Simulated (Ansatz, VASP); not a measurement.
## Two plane-wave programs on H

```xyz
4
Lattice="1.6485 -2.7317 0.0000 1.6485 2.7317 0.0000 0.0000 0.0000 6.3138" Properties=species:S:1:pos:R:3 pbc="T T T"
H     1.6485   -0.3705    6.3107
H     1.6485    0.3705    0.0031
H     1.6485    0.3705    3.1538
H     1.6485   -0.3705    3.1599
```

Alike in both runs: task single point; functional r2SCAN; k mesh 6 × 6 × 4; occupations gaussian, width 0.1 eV; no spin polarisation.

```csv
,VASP,Ansatz
version,VASP 6.6.1,Ansatz 0.2.0
potentials or method,"VASP PAW PBE potentials, release 64 (H), cutoff 520 eV","scalar-relativistic, plane waves, PAW"
valence electrons in the cell,4,4
```

|  | VASP | Ansatz | Ansatz less VASP |
| --- | --- | --- | --- |
| gap on the k mesh at the Fermi level (eV) | 9.09 | 9.08 | -0.017 |
| least direct gap on the mesh (eV) | 9.09 | 9.08 | -0.017 |
| pressure (GPa) | 0.1 | 0.2 | +0.17 |
| rms of the force components (eV/Å) | 0.006 | 0.003 | -0.0028 |

VASP's potentials were made for PBE, not for r2SCAN. Atom by atom the forces differ by 0.003 eV/Å (rms over components).
